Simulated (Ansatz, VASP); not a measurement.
# YN: VASP beside Ansatz

```
Y N
1.0
     0.00000    2.42157    2.46476
     2.42157    0.00000    2.46476
     2.42157    2.42157    0.00000
Y N
1 1
Direct
  0.00000 0.00000 0.00000
  0.50000 0.50000 0.50000
```

Change from the starting cell: strained cell.

Alike in both runs: functional PBEsol; k mesh 10 × 10 × 10; occupations gaussian, width 0.01 eV; no spin polarisation.

Ansatz relaxed the structure, and its values are those at the end. VASP's run is a single point on that final structure, the one shown.

|  | VASP | Ansatz |
| --- | --- | --- |
| version | VASP 6.6.1 | Ansatz 0.2.0 |
| potentials or method | VASP PAW PBE potentials, release 64 (Y_sv, N), cutoff 600 eV | scalar-relativistic, plane waves, PAW |
| valence electrons in the cell | 16 | 16 |

```tsv
	VASP	Ansatz	Ansatz less VASP
gap on the k mesh at the Fermi level (eV)	0.05	0.05	+0.001
least direct gap on the mesh (eV)	0.43	0.43	+0.002
pressure (GPa)	-1.7	-1.4	+0.23
```

VASP's potentials were made for PBE, not for PBEsol, and Ansatz warns of the same on its side. The functional is the same, so the differences come from potentials, cutoffs and numerics. Ansatz's warnings: stress scf threshold loose.
